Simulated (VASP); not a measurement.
A run of VASP 6.6.1:

File POSCAR:

```
SiO2
1.0
    4.9820000000      0.0000000000      0.0000000000
    0.0000000000      4.9820000000      0.0000000000
    0.0000000000      0.0000000000      6.9630000000
Si O
4 8
Direct
    0.7989700000      0.2010300000      0.7500000000
    0.7010300000      0.7010300000      0.5000000000
    0.2010300000      0.7989700000      0.2500000000
    0.2989700000      0.2989700000      0.0000000000
    0.1034700000      0.2398900000      0.8218700000
    0.2601100000      0.6034700000      0.0718700000
    0.8965300000      0.7601100000      0.3218700000
    0.7398900000      0.3965300000      0.5718700000
    0.6034700000      0.2601100000      0.9281300000
    0.7601100000      0.8965300000      0.6781300000
    0.3965300000      0.7398900000      0.4281300000
    0.2398900000      0.1034700000      0.1781300000
```

File INCAR.step1:

```
SYSTEM = SiO2
GGA = AM
ISMEAR = 0
SIGMA = 0.03
LWAVE = .FALSE.
LCHARG = .TRUE.
NBANDS = 64
PREC = Accurate
LASPH = .TRUE.
LREAL = .FALSE.
ALGO = Normal
EDIFF = 1E-7
NELM = 120
GGA_COMPAT = .FALSE.
ENCUT = 640
EFERMI = MIDGAP
KPAR = 2
```

The input KPOINTS.step1:

```
Automatic mesh
0
Gamma
  6 6 4
  0 0 0
```

The input INCAR.step2:

```
SYSTEM = SiO2
GGA = AM
ISMEAR = 0
SIGMA = 0.03
LWAVE = .FALSE.
LCHARG = .FALSE.
NBANDS = 64
PREC = Accurate
LASPH = .TRUE.
LREAL = .FALSE.
ALGO = Normal
EDIFF = 1E-7
NELM = 120
GGA_COMPAT = .FALSE.
ENCUT = 640
EFERMI = MIDGAP
ICHARG = 11
KPAR = 2
```

KPOINTS.step2

```
path GXMGZRAZ,XR,MA
32
line-mode
reciprocal
 0.0000000000  0.0000000000  0.0000000000  G
 0.0000000000  0.5000000000  0.0000000000  X

 0.0000000000  0.5000000000  0.0000000000  X
 0.5000000000  0.5000000000  0.0000000000  M

 0.5000000000  0.5000000000  0.0000000000  M
 0.0000000000  0.0000000000  0.0000000000  G

 0.0000000000  0.0000000000  0.0000000000  G
 0.0000000000  0.0000000000  0.5000000000  Z

 0.0000000000  0.0000000000  0.5000000000  Z
 0.0000000000  0.5000000000  0.5000000000  R

 0.0000000000  0.5000000000  0.5000000000  R
 0.5000000000  0.5000000000  0.5000000000  A

 0.5000000000  0.5000000000  0.5000000000  A
 0.0000000000  0.0000000000  0.5000000000  Z

 0.0000000000  0.5000000000  0.0000000000  X
 0.0000000000  0.5000000000  0.5000000000  R

 0.5000000000  0.5000000000  0.0000000000  M
 0.5000000000  0.5000000000  0.5000000000  A
```

Potentials or basis: VASP PAW PBE potentials, release 64 (Si, O).

Launch:

```sh
$ cat potpaw_PBE.64/Si/POTCAR potpaw_PBE.64/O/POTCAR > POTCAR
$ cp INCAR.step1 INCAR
$ cp KPOINTS.step1 KPOINTS
$ mpirun -np 2 vasp_std > vasp.out
$ cp INCAR.step2 INCAR
$ cp KPOINTS.step2 KPOINTS
$ mpirun -np 2 vasp_std > vasp.out
```

Hardware: 2 MPI ranks on Intel(R) Xeon(R) Platinum 8559C (Emerald Rapids), on a shared host.

Task: How long does it take, and how much memory?

Result: It took 24 min on 2 MPI ranks on Intel(R) Xeon(R) Platinum 8559C (Emerald Rapids), with other jobs on the host, peak memory 2.3 GiB a rank. Counts: k points 288.
